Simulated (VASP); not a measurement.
Input of a VASP 6.6.1 run:

Contents of INCAR:

```
PREC = Accurate ; ENCUT = 600
EDIFF = 1E-6 ; ISMEAR = -1
SIGMA = 0.05 ; LREAL = F
LASPH = T ; NELM = 80
ALGO = Normal ; ISIF = 3
LWAVE = F ; LCHARG = F
GGA = RE ; IBRION = 2
NSW = 80 ; EDIFFG = -0.02
```

Contents of KPOINTS:

```
Automatic mesh
0
Gamma
  8 8 8
```

POSCAR

```
Ge
1.0
    0.0000000000      2.8289100000      2.8289100000
    2.8289100000      0.0000000000      2.8289100000
    2.8289100000      2.8289100000      0.0000000000
Ge
2
Direct
    0.7500000000      0.7500000000      0.7500000000
    0.5000000000      0.5000000000      0.5000000000
```

Potentials or basis: VASP PAW PBE potentials, release 64 (Ge_d).

The run is started by

```bash
$ cat potpaw_PBE.64/Ge_d/POTCAR > POTCAR
$ mpirun -np 1 vasp_std > vasp.out
```

Problem. Estimate the relaxed volume.

Solution. 24.39 Å³/atom.

Problem. What does it give for the space group after relaxing (to 0.05 Å)?

Solution. Fd-3m (No. 227).

Problem. Predict the relaxed cell.

Solution. a = 4.101 Å, b = 4.101 Å, c = 4.101 Å, α = 60.00°, β = 60.00°, γ = 60.00°.

The path:
```
step  energy change (eV)  largest force (eV/Å)  pressure (GPa)  volume (Å³)
   1              0.0000                0.0000            4.79        45.28
   2             -0.0457                0.0000           -1.23        49.86
   3             -0.0497                0.0000            0.03        48.77
```

Caveat: the PAW data sets were made with another functional, which shifts forces and pressure a little.

The cell as given is a measured one (22.64 Å³/atom); revPBE puts the equilibrium volume +7.7 % from it, thermal expansion not counted.
